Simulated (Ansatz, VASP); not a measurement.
# Au: VASP beside Ansatz

```
Au
1.0
     2.71832    0.00000    0.00000
    -0.01251    2.72285    0.00000
    -1.09862   -1.14450    4.75408
Au
2
Cartesian
  0.0875 0.0787 3.4512
  1.5196 1.4997 1.3029
```

Alike in both runs: task single point; functional LDA; k mesh 12 × 12 × 8; occupations gaussian, width 0.05 eV; no spin polarisation.

```csv
,VASP,Ansatz
version,VASP 6.6.1,Ansatz 0.2.0
potentials or method,"VASP PAW LDA potentials, release 64 (Au), cutoff 520 eV","scalar-relativistic, plane waves, PAW"
valence electrons in the cell,22,38
```

|  | VASP | Ansatz | Ansatz less VASP |
| --- | --- | --- | --- |
| gap on the k mesh at the Fermi level (eV) | none | none | - |
| pressure (GPa) | 3.0 | 2.5 | -0.47 |
| traceless stress, the component that is largest in VASP (GPa) | 1.77 | 1.81 | +0.037 |
| rms of the force components (eV/Å) | 0.038 | 0.038 | -0.0002 |

LDA's correlation is that of Perdew and Zunger in VASP and of Perdew and Wang (1992) in Ansatz. Atom by atom the forces differ by 0.001 eV/Å (rms over components). A gap of «none» marks a metal or a gap that the smearing closes. VASP's potentials hold 22 valence electrons a cell and Ansatz's 38, so a difference there can come from the potentials and not from the codes.

Neither program's run includes spin-orbit coupling.
